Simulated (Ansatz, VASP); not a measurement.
# La: VASP beside Ansatz

Contents of INCAR:

```
PREC = Accurate
ENCUT = 520
EDIFF = 1E-7
ISMEAR = -1
SIGMA = 0.08
LREAL = False
LASPH = True
NELM = 100
ALGO = Normal
ISIF = 2
LWAVE = False
LCHARG = True
LELF = True
LVHAR = True
NBANDS = 18
```

Contents of KPOINTS:

```
regular mesh
0
Gamma
  12 12 7
```

The input POSCAR:

```
La
1.0
    2.9775938240      0.0000000000      0.0000000000
   -1.4887969120      2.5786718938      0.0000000000
    0.0000000000      0.0000000000      5.1077790476
La
2
Direct
    0.3333333333      0.6666666667      0.2500000000
    0.6666666667      0.3333333333      0.7500000000
```

Input for Ansatz:

```yaml
crystal:
  lattice:
    - [2.977593824, 0.0, 0.0]
    - [-1.488796912, 2.5786718938, 0.0]
    - [0.0, 0.0, 5.1077790476]
  atoms:
    - { symbol: La, position: [0.3333333333, 0.6666666667, 0.25] }
    - { symbol: La, position: [0.6666666667, 0.3333333333, 0.75] }
kpoints:
  mp_grid: { grid: [12, 12, 7] }
scf:
  occupations: { method: fermi_dirac, width: 0.08 }
hamiltonian:
  xc: lda
  pseudopotentials: { kind: all_electron, lapw: { basis_error: 0.001 } }
output:
  forces: true
  stress: true
  eigenvalues: true
  populations: true
```

Change from the starting cell: volume scaled by 0.6, LAPW.

Alike in both runs: task single point; functional LDA; k mesh 12 × 12 × 7; occupations fermi-dirac, width 0.08 eV; no spin polarisation.

|  | VASP | Ansatz |
| --- | --- | --- |
| version | VASP 6.6.1 | Ansatz 0.2.0 |
| potentials or method | VASP PAW LDA potentials, release 64 (La), cutoff 520 eV | all-electron LAPW, scalar-relativistic |

```tsv
	VASP	Ansatz	Ansatz less VASP
pressure (GPa)	35.0	35.2	+0.22
traceless stress, the component that is largest in VASP (GPa)	-0.08	-0.03	+0.048
```

LDA's correlation is that of Perdew and Zunger in VASP and of Perdew and Wang (1992) in Ansatz. Both programs put the cell under a high pressure, so it lies far from rest at this level. Ansatz ran all-electron here, and VASP with PAW potentials.

Spin-orbit coupling is off throughout.
